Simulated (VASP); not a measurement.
Wanted: the native input for a VASP 6.6.1 run.

```yaml
Task: single point
Functional: LDA
Potentials_or_basis: VASP PAW LDA potentials, release 64 (Co)
Cutoff: 520 eV
k_mesh: 19 × 19 × 11
Occupations: fermi-dirac, width 0.08 eV
Spin: collinear spin, ferromagnetic start
Starting_moments: "[1.7, 1.7] μB"
Dipole_correction: no
Further_INCAR_settings: ALGO = Normal; EDIFF = 1e-07; NBANDS = 20
```

The structure of Co lies in POSCAR:

```
Co
1.0
    2.3279663316      0.0000000000      0.0000000000
   -1.1639831658      2.0160779824      0.0000000000
    0.0000000000      0.0000000000      3.7518135817
Co
2
Direct
    0.3333333333      0.6666666667      0.2500000000
    0.6666666667      0.3333333333      0.7500000000
```

These files were run (other wordings do the same):

INCAR

```
  PREC = Accurate
  ENCUT = 520
  EDIFF = 1E-7
  ISMEAR = -1
  SIGMA = 0.08
  LREAL = False
  LASPH = True
  NELM = 150
  ALGO = Normal
  ISIF = 2
  LWAVE = False
  LCHARG = True
  ISPIN = 2
  MAGMOM = 1.7 1.7
  LORBIT = 11
  LMAXMIX = 4
  GGA = CA
  LELF = True
  LVHAR = True
  NBANDS = 20
```

KPOINTS

```
Automatic mesh
0
Gamma
  19 19 11
```

Potentials or basis: VASP PAW LDA potentials, release 64 (Co).

The run is started by

```sh
$ cat potpaw_LDA.64/Co/POTCAR > POTCAR
$ mpirun -np 1 vasp_std > vasp.out
```

It gave:

| Item | Value |
| --- | --- |
| Pressure | 39.1 GPa |
| Band gap on the k mesh | zero (filled and empty bands overlap) |
| Net moment | 1.97 μB per cell |
| Site moments | Co +0.97 μB |
| Valence electrons inside the program's atomic spheres | Co 8.77 |

Caveat: the cell stands under pressure.

It took 4 min on 1 thread of Intel Xeon 8259CL, on a shared host, peak memory 0.22 GiB.
